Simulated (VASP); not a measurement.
# ZnSe (rocksalt type) (Fm-3m) in VASP: a series of runs

The runs below take ZnSe (rocksalt type) through single point, with PBE.

Everything below comes from runs of VASP 6.6.1. Logs are shortened: lines on timing, memory, paths and dates and some standing lists are left out, and cuts for length are marked.

## (1) The cell of the first run

It takes space group Fm-3m (No. 225, cubic). Conventional cell: a = 4.398 Å, b = 4.398 Å, c = 4.398 Å, α = 90.00°, β = 90.00°, γ = 90.00°. Zn (site symmetry m-3m) has 6 Se at 2.20 Å within 2.9 Å. Se (site symmetry m-3m) has 6 Zn at 2.20 Å within 2.9 Å.

## (2) Single point, PBE (volume scaled by 0.55)

INCAR reads:

```
PREC = Accurate ; ENCUT = 520
EDIFF = 1E-7 ; ISMEAR = -1
SIGMA = 0.1 ; LREAL = False
LASPH = True ; NELM = 60
ALGO = Normal ; ISIF = 2
LWAVE = False ; LCHARG = True
GGA = PE ; LELF = True
LVHAR = True ; NBANDS = 16
```

KPOINTS reads:

```
Automatic mesh
0
Gamma
  13 13 13
```

POSCAR reads:

```
ZnSe
1.0
    0.0000000000      2.1988731042      2.1988731042
    2.1988731042      0.0000000000      2.1988731042
    2.1988731042      2.1988731042      0.0000000000
Zn Se
1 1
Direct
    0.0000000000      0.0000000000      0.0000000000
    0.5000000000      0.5000000000      0.5000000000
```

Potentials or basis: VASP PAW PBE potentials, release 64 (Zn, Se).

Run with:

```console
> cat potpaw_PBE.64/Zn/POTCAR potpaw_PBE.64/Se/POTCAR > POTCAR
> mpirun -np 1 vasp_std > vasp.out
```

OUTCAR:

```text
PREC = Accurate
   ENCUT = 520
   EDIFF = 1E-7
   ISMEAR = -1
   LREAL = False
   LASPH = True
   NELM = 60
   ISIF = 2
   GGA = PE

 ion  position               nearest neighbor table
   1  0.000  0.000  0.000-   2 2.20   2 2.20   2 2.20   2 2.20   2 2.20   2 2.20
   2  0.500  0.500  0.500-   1 2.20   1 2.20   1 2.20   1 2.20   1 2.20   1 2.20

  LATTYP: Found a face centered cubic cell.
 ALAT       =     4.3977462084

  Lattice vectors:

 A1 = (   0.0000000000,   2.1988731042,   2.1988731042)
 A2 = (   2.1988731042,   0.0000000000,   2.1988731042)
 A3 = (   2.1988731042,   2.1988731042,   0.0000000000)

Analysis of symmetry for initial positions (statically):
=====================================================================
 Subroutine PRICEL returns:
 Original cell was already a primitive cell.

 Routine SETGRP: Setting up the symmetry group for a
 face centered cubic supercell.

 Subroutine GETGRP returns: Found 48 space group operations
 (whereof 48 operations were pure point group operations)
 out of a pool of 48 trial point group operations.

The static configuration has the point symmetry O_h .

Analysis of symmetry for dynamics (positions and initial velocities):
=====================================================================
 Subroutine PRICEL returns:
 Original cell was already a primitive cell.

 Routine SETGRP: Setting up the symmetry group for a
 face centered cubic supercell.

 Subroutine GETGRP returns: Found 48 space group operations
 (whereof 48 operations were pure point group operations)
 out of a pool of 48 trial point group operations.

The dynamic configuration has the point symmetry O_h .

 Subroutine INISYM returns: Found 48 space group operations
 (whereof 48 operations are pure point group operations),
 and found     1 'primitive' translations

----------------------------------------------------------------------------------------

                                     Primitive cell

  volume of cell :      21.2633

  direct lattice vectors                    reciprocal lattice vectors
     0.000000000  2.198873104  2.198873104    -0.227389202  0.227389202  0.227389202
     2.198873104  0.000000000  2.198873104     0.227389202 -0.227389202  0.227389202
     2.198873104  2.198873104  0.000000000     0.227389202  0.227389202 -0.227389202

  length of vectors
     3.109676166  3.109676166  3.109676166     0.393849651  0.393849651  0.393849651

  position of ions in fractional coordinates (direct lattice)
     0.000000000  0.000000000  0.000000000
     0.500000000  0.500000000  0.500000000

  ion indices of the primitive-cell ions
   primitive index   ion index
                 1           1
                 2           2

----------------------------------------------------------------------------------------

 KPOINTS: Automatic mesh

Automatic generation of k-mesh.
 Grid dimensions read from file:
 generate k-points for:   13   13   13

 Generating k-lattice:

  Cartesian coordinates                     Fractional coordinates (reciprocal lattice)
    -0.017491477  0.017491477  0.017491477     0.076923077  0.000000000  0.000000000
     0.017491477 -0.017491477  0.017491477     0.000000000  0.076923077  0.000000000
     0.017491477  0.017491477 -0.017491477     0.000000000  0.000000000  0.076923077

  Length of vectors
     0.030296127  0.030296127  0.030296127

  Shift w.r.t. Gamma in fractional coordinates (k-lattice)
     0.000000000  0.000000000  0.000000000

 Subroutine IBZKPT returns following result:
 ===========================================

 Found     84 irreducible k-points:

 Following reciprocal coordinates:
            Coordinates               Weight
  0.000000  0.000000  0.000000      1.000000
  0.076923  0.000000  0.000000      8.000000
  0.153846  0.000000  0.000000      8.000000
  0.230769  0.000000  0.000000      8.000000
  0.307692  0.000000  0.000000      8.000000
  0.384615  0.000000  0.000000      8.000000
[... 16 lines left out ...]
  0.384615  0.153846  0.000000     24.000000
  0.461538  0.153846  0.000000     24.000000
 [... further k-points ...]
   k-points           NKPTS =     84   k-points in BZ     NKDIM =     84   number of bands    NBANDS=     16
   number of dos      NEDOS =    301   number of ions     NIONS =      2
   total plane-waves  NPLWV =  13824
   dimension x,y,z NGX =    24 NGY =   24 NGZ =   24
   dimension x,y,z NGXF=    48 NGYF=   48 NGZF=   48
   ions per type =               1   1
   NGX,Y,Z   is equivalent  to a cutoff of  12.83, 12.83, 12.83 a.u.
   NGXF,Y,Z  is equivalent  to a cutoff of  25.66, 25.66, 25.66 a.u.
 SYSTEM =  unknown system
   PREC   = accura    normal or accurate (medium, high low for compatibility)
   ISTART =      0    job   : 0-new  1-cont  2-samecut
   ICHARG =      2    charge: 1-file 2-atom 10-const
   ISPIN  =      1    spin polarized calculation?
   LNONCOLLINEAR =      F non collinear calculations
   LSORBIT =      F    spin-orbit coupling
   LASPH  =      T    aspherical Exc in radial PAW
   ENCUT  =  520.0 eV  38.22 Ry    6.18 a.u.   5.78  5.78  5.78*2*pi/ulx,y,z
   NELM   =     60;   NELMIN=  2; NELMDL= -5     # of ELM steps
   EDIFF  = 0.1E-06   stopping-criterion for ELM
   LREAL  =      F    real-space projection
   EDIFFG = 0.1E-05   stopping-criterion for IOM
   NSW    =      0    number of steps for IOM
   IBRION =     -1    ionic relax: 0-MD 1-quasi-New 2-CG
   NFREE  =      0    steps in history (QN), initial steepest desc. (CG)
   ISIF   =      2    stress and relaxation
   ISYM   =      2    0-nonsym 1-usesym 2-fastsym
   POTIM  = 0.5000    time-step for ionic-motion
   TEBEG  =    0.0;   TEEND  =   0.0 temperature during run
   PSTRESS=    0.0 pullay stress
   NELECT =      18.0000    total number of electrons
   NUPDOWN=      -1.0000    fix difference up-down
   EMIN   =  10.00;   EMAX   =-10.00  energy-range for DOS
   EFERMI =   0.00;   METHOD = LEGACY
   ISMEAR =    -1;   SIGMA  =   0.10  broadening in eV -4-tet -1-fermi 0-gaus
   EFERMI_NEDOS =   21; number of points for ismear=-14 and -15
   IALGO  =     38    algorithm
   IMIX   =      4    mixing-type and parameters
     AMIX     =   0.40;   BMIX     =  1.00
     AMIX_MAG =   1.60;   BMIX_MAG =  1.00
  volume/ion in A,a.u.               =      10.63        71.75
  Fermi-wavevector in a.u.,A,eV,Ry     =   1.548658  2.926539 32.631415  2.398341
  Thomas-Fermi vector in A             =   2.653577
   LORBIT       =      0    0 simple, 1 ext, 2 COOP (PROOUT), +10 PAW based schemes
   GGA     = PE    functional components
   LHFCALC =     F    Hartree Fock is set to
   AEXX    =    0.0000 exact exchange contribution
   IVDW    =     0    specifies the selected vdW correction
   LEPSILON=     F    determine dielectric tensor
   LRPA    =     F    only Hartree local field effects (RPA)
 non-spin polarized calculation
  energy-cutoff  :      520.00
  volume of cell :       21.26
 maximum number of plane-waves:       584
   NGX = 11   NGY = 11   NGZ = 11

 number of electron      17.9999997 magnetization

 Free energy of the ion-electron system (eV)
  ---------------------------------------------------
  ext. energy  EPLUGINS =         0.00000000
  ---------------------------------------------------
  free energy    TOTEN  =        -0.14782257 eV

  energy without entropy =       -0.13550064  energy(sigma->0) =       -0.14166160

 E-fermi :  11.1150     XC(G=0): -13.5397

 val. band max:       11.0744581601   @ k =  -0.3846   0.0769   0.0000
 cond. band min:      11.2117198965   @ k =  -0.3077   0.0769   0.0000
 fundamental gap:      0.1372617363
 Fermi energy:        11.1149948071

 k-point     1 :       0.0000    0.0000    0.0000
  band No.  band energies     occupation
      1      -9.3390      2.00000
      2       1.4444      2.00000
      3       1.4444      2.00000
      4       1.4444      2.00000
      5       1.4720      2.00000
      6       1.4720      2.00000
[... 8 lines left out ...]
     15      23.8099      0.00000
     16      23.8099      0.00000

 k-point     2 :       0.0769    0.0000    0.0000
  band No.  band energies     occupation
      1      -9.2110      2.00000
      2       1.4055      2.00000
      3       1.4083      2.00000
      4       1.4083      2.00000
      5       1.4764      2.00000
      6       1.4764      2.00000
[... 8 lines left out ...]
     15      22.3203      0.00000
     16      22.3204      0.00000

 k-point     3 :       0.1538    0.0000    0.0000
  band No.  band energies     occupation
      1      -8.8308      2.00000
      2       1.2537      2.00000
      3       1.2537      2.00000
      4       1.2721      2.00000
      5       1.5487      2.00000
      6       1.5487      2.00000
[... 8 lines left out ...]
     15      21.3721      0.00000
     16      22.5512      0.00000

 k-point     4 :       0.2308    0.0000    0.0000
  band No.  band energies     occupation
      1      -8.2115      2.00000
      2       0.9716      2.00000
      3       1.0447      2.00000
      4       1.0447      2.00000
      5       1.6544      2.00000
      6       1.6544      2.00000
[... 8 lines left out ...]
     15      22.1078      0.00000
     16      22.2125      0.00000

 k-point     5 :       0.3077    0.0000    0.0000
  band No.  band energies     occupation
      1      -7.3842      2.00000
      2       0.3308      2.00000
      3       0.8344      2.00000
      4       0.8344      2.00000
      5       1.7699      2.00000
      6       1.7699      2.00000
[... 8 lines left out ...]
     15      23.5727      0.00000
     16      24.2954      0.00000

 k-point     6 :       0.3846    0.0000    0.0000
  band No.  band energies     occupation
      1      -6.4311      2.00000
      2      -0.7220      2.00000
      3       0.6681      2.00000
      4       0.6681      2.00000
      5       1.8681      2.00000
      6       1.8681      2.00000
[... 8 lines left out ...]
     15      25.4096      0.00000
     16      26.5330      0.00000
[... 267 lines left out ...]
 k-point    21 :       0.2308    0.1538    0.0000
  band No.  band energies     occupation
      1      -8.2258      2.00000
      2       0.7274      2.00000
      3       1.2279      2.00000
      4       1.3853      2.00000
      5       1.5490      2.00000
      6       1.6462      2.00000
[... 8 lines left out ...]
     15      24.8204      0.00000
     16      25.3939      0.00000

 k-point    22 :       0.3077    0.1538    0.0000
  band No.  band energies     occupation
      1      -7.5630      2.00000
      2       0.4185      2.00000
      3       1.0389      2.00000
      4       1.2015      2.00000
      5       1.6488      2.00000
      6       1.7814      2.00000
[... 8 lines left out ...]
     15      25.5128      0.00000
     16      25.5867      0.00000

 k-point    23 :       0.3846    0.1538    0.0000
  band No.  band energies     occupation
      1      -6.7315      2.00000
      2      -0.0576      2.00000
      3       0.7898      2.00000
      4       0.9954      2.00000
      5       1.7667      2.00000
      6       1.8897      2.00000
[... 8 lines left out ...]
     15      27.0131      0.00000
     16      27.6856      0.00000

 k-point    24 :       0.4615    0.1538    0.0000
  band No.  band energies     occupation
      1      -5.8611      2.00000
      2      -0.8140      2.00000
      3       0.6126      2.00000
      4       0.8138      2.00000
      5       1.8803      2.00000
      6       1.9480      2.00000
[... 8 lines left out ...]
     15      28.3364      0.00000
     16      29.5941      0.00000

 [... further k-points ...]
[... 5 lines left out ...]
  --------------------------------------------------------------------------------------
  -------------------------------------------------------------------------------------
  Total       22.4085201     22.4085201     22.4085201     -0.0000000     -0.0000000      0.0000000
  in kB     1688.4696607   1688.4696607   1688.4696607     -0.0000000     -0.0000000      0.0000000
  external PRESSURE =    1688.4696607 kB  Pullay stress =       0.0000000 kB

 VOLUME and BASIS-vectors are now :
 -----------------------------------------------------------------------------
  energy-cutoff  :      520.00
  volume of cell :       21.26
      direct lattice vectors                 reciprocal lattice vectors
     0.000000000  2.198873104  2.198873104    -0.227389202  0.227389202  0.227389202
     2.198873104  0.000000000  2.198873104     0.227389202 -0.227389202  0.227389202
     2.198873104  2.198873104  0.000000000     0.227389202  0.227389202 -0.227389202

 POSITION                                       TOTAL-FORCE (eV/Angst)
 -----------------------------------------------------------------------------------
      0.00000      0.00000      0.00000         0.000000     -0.000000     -0.000000
      2.19887      2.19887      2.19887        -0.000000      0.000000      0.000000
 -----------------------------------------------------------------------------------
    total drift:                                0.000000     -0.000000     -0.000000

  FREE ENERGIE OF THE ION-ELECTRON SYSTEM (eV)
  ---------------------------------------------------
  free  energy   TOTEN  =        -0.1478225718 eV

  energy  without entropy=       -0.1355006381  energy(sigma->0) =       -0.14166160
```

It took 14 s on 1 thread of Intel Xeon Platinum 8488C (Sapphire Rapids), shared host; peak memory 0.16 GiB.

Results:

- Free energy: -0.1478 eV
- Pressure: 168.8 GPa
- Band gap on the k mesh: zero (band 9 reaches 11.30 eV, above the bottom of band 10 at 9.88 eV)

## (3) Single point, PBE (volume scaled by 0.55)

INCAR reads:

```
SYSTEM = ZnSe
  ALGO = Normal
  EDIFF = 1E-6
  ENCUT = 520
  GGA = PE
  ISIF = 2
  ISMEAR = -1
  LASPH = .True.
  LCHARG = .True.
  LELF = .True.
  LREAL = .False.
  LVHAR = .True.
  LWAVE = .False.
  NBANDS = 16
  NELM = 60
  PREC = Accurate
  SIGMA = 0.1
```

KPOINTS reads:

```
k-points
0
Gamma
  13 13 13
  0 0 0
```

POSCAR is that of step 2.

Potentials or basis: VASP PAW PBE potentials, release 64 (Zn, Se).

Run with:

```console
> cat potpaw_PBE.64/Zn/POTCAR potpaw_PBE.64/Se/POTCAR > POTCAR
> mpirun -np 1 vasp_std > vasp.out
```

OUTCAR:

```text
SYSTEM = ZnSe
   EDIFF = 1E-6
   ENCUT = 520
   GGA = PE
   ISIF = 2
   ISMEAR = -1
   LASPH = .True.
   LREAL = .False.
   NELM = 60
   PREC = Accurate

 ion  position               nearest neighbor table
   1  0.000  0.000  0.000-   2 2.20   2 2.20   2 2.20   2 2.20   2 2.20   2 2.20
   2  0.500  0.500  0.500-   1 2.20   1 2.20   1 2.20   1 2.20   1 2.20   1 2.20

  LATTYP: Found a face centered cubic cell.
 ALAT       =     4.3977462084

  Lattice vectors:

 A1 = (   0.0000000000,   2.1988731042,   2.1988731042)
 A2 = (   2.1988731042,   0.0000000000,   2.1988731042)
[... 625 lines left out ...]
      5       1.8803      2.00000
      6       1.9480      2.00000
[... 8 lines left out ...]
     15      28.3363      0.00000
     16      29.5939      0.00000

 [... further k-points ...]
[... 5 lines left out ...]
  --------------------------------------------------------------------------------------
  -------------------------------------------------------------------------------------
  Total       22.4062777     22.4062777     22.4062777     -0.0000000     -0.0000000     -0.0000000
  in kB     1688.3006971   1688.3006971   1688.3006971     -0.0000000     -0.0000000     -0.0000000
  external PRESSURE =    1688.3006971 kB  Pullay stress =       0.0000000 kB

 VOLUME and BASIS-vectors are now :
 -----------------------------------------------------------------------------
  energy-cutoff  :      520.00
  volume of cell :       21.26
      direct lattice vectors                 reciprocal lattice vectors
     0.000000000  2.198873104  2.198873104    -0.227389202  0.227389202  0.227389202
     2.198873104  0.000000000  2.198873104     0.227389202 -0.227389202  0.227389202
     2.198873104  2.198873104  0.000000000     0.227389202  0.227389202 -0.227389202

 POSITION                                       TOTAL-FORCE (eV/Angst)
 -----------------------------------------------------------------------------------
      0.00000      0.00000      0.00000        -0.000000     -0.000000     -0.000000
      2.19887      2.19887      2.19887         0.000000      0.000000      0.000000
 -----------------------------------------------------------------------------------
    total drift:                                0.000000     -0.000000     -0.000000

  FREE ENERGIE OF THE ION-ELECTRON SYSTEM (eV)
  ---------------------------------------------------
  free  energy   TOTEN  =        -0.1478224242 eV

  energy  without entropy=       -0.1355012298  energy(sigma->0) =       -0.14166183
```

stdout:

```text
POSCAR found type information on POSCAR ZnSe
 POSCAR found :  2 types and       2 ions
 scaLAPACK will be used
 LDA part: xc-table for (Slater+PW92), standard interpolation
 POSCAR, INCAR and KPOINTS ok, starting setup
 FFT: planning ... GRIDC
 FFT: planning ... GRID_SOFT
 FFT: planning ... GRID
 WAVECAR not read
 entering main loop
```

It took 13 s on 1 thread of Intel Xeon Platinum 8488C (Sapphire Rapids), shared host; peak memory 0.15 GiB.

What came out:

* Free energy: -0.1478 eV
* Pressure: 168.8 GPa
* Band gap on the k mesh: zero (band 9 reaches 11.30 eV, above the bottom of band 10 at 9.88 eV)

Levels at points of the mesh, in eV from the Fermi level:
```csv
k point,band 5,band 6,band 7,band 8,band 9,band 10,band 11,band 12,band 13,band 14
"(0.00, 0.00, 0.00)",-9.64,-9.64,-1.33,-1.33,-1.33,6.45,8.28,8.28,8.28,9.86
```
